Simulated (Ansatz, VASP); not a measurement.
## CO2: VASP beside Ansatz

```xyz
12
Lattice="6.0505 0.0000 0.0000 0.0000 6.0505 0.0000 0.0000 0.0000 6.0505" Properties=species:S:1:pos:R:3 pbc="T T T"
C     0.0000    0.0000    0.0000
C     3.0252    0.0000    3.0252
C     3.0252    3.0252    0.0000
C     0.0000    3.0252    3.0252
O     0.6754    0.6754    0.6754
O     2.3499    5.3751    3.7006
O     3.7006    2.3499    5.3751
O     5.3751    3.7006    2.3499
O     5.3751    5.3751    5.3751
O     3.7006    0.6754    2.3499
O     2.3499    3.7006    0.6754
O     0.6754    2.3499    3.7006
```

Alike in both runs: functional PBE; k mesh 4 × 4 × 4; occupations gaussian, width 0.02 eV; no spin polarisation.

Ansatz relaxed the structure, and its values are those at the end. VASP's run is a single point on that final structure, the one shown.

|  | VASP | Ansatz |
| --- | --- | --- |
| version | VASP 6.6.1 | Ansatz 0.2.0 |
| potentials or method | VASP PAW PBE potentials, release 64 (C_h, O_h), cutoff 1340 eV | scalar-relativistic, plane waves, PAW |
| valence electrons in the cell | 64 | 64 |

|  | VASP | Ansatz | Ansatz less VASP |
| --- | --- | --- | --- |
| gap on the k mesh at the Fermi level (eV) | 6.64 | 6.64 | 0.000 |
| least direct gap on the mesh (eV) | 6.64 | 6.64 | 0.000 |
| pressure (GPa) | -0.2 | 0.0 | +0.23 |
